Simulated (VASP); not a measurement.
Write the native input for VASP 6.6.1 that does the following.

| Quantity | Value |
| --- | --- |
| Task | single point |
| Functional | PBE |
| Potentials or basis | VASP PAW PBE potentials, release 64 (Sc_sv, Si) |
| Cutoff | 520 eV |
| k mesh | 4 × 4 × 4 |
| Occupations | gaussian, width 0.1 eV |
| Spin | no spin polarisation |
| Dipole correction | no |
| Further INCAR settings | ALGO = Normal; EDIFF = 1e-06; NBANDS = 35 |

The structure of Sc2Si lies in POSCAR:

```
Sc2Si
1.0
    0.0000000000      3.7791192247      3.7791192247
    3.7791192247      0.0000000000      3.7791192247
    3.7791192247      3.7791192247      0.0000000000
Sc Si
4 2
Direct
    0.6250000000      0.6250000000      0.6250000000
    0.1250000000      0.6250000000      0.6250000000
    0.6250000000      0.6250000000      0.1250000000
    0.6250000000      0.1250000000      0.6250000000
    0.0000000000      0.0000000000      0.0000000000
    0.2500000000      0.2500000000      0.2500000000
```

One way to write it, as run:

INCAR

```
SYSTEM = Sc2Si
ALGO = Normal
EDIFF = 1E-6
ENCUT = 520
GGA = PE
ISIF = 2
ISMEAR = 0
LASPH = .TRUE.
LCHARG = .FALSE.
LREAL = .FALSE.
LWAVE = .FALSE.
NBANDS = 35
NELM = 100
PREC = Accurate
SIGMA = 0.1
```

KPOINTS

```
k-points
0
G
  4 4 4
  0 0 0
```

Potentials or basis: VASP PAW PBE potentials, release 64 (Sc_sv, Si).

Launch:

```sh
$ cat potpaw_PBE.64/Sc_sv/POTCAR potpaw_PBE.64/Si/POTCAR > POTCAR
$ mpirun -np 1 vasp_std > vasp.out
```

Results of the run:

The pressure is 9.9 GPa. The band gap on the k mesh is zero (bands 26 and 27 overlap by 0.61 eV).

Caveat: the cell stands under pressure.

It took 70 s on 1 thread of Intel Xeon 8259CL (shared host), peak memory 0.24 GiB.
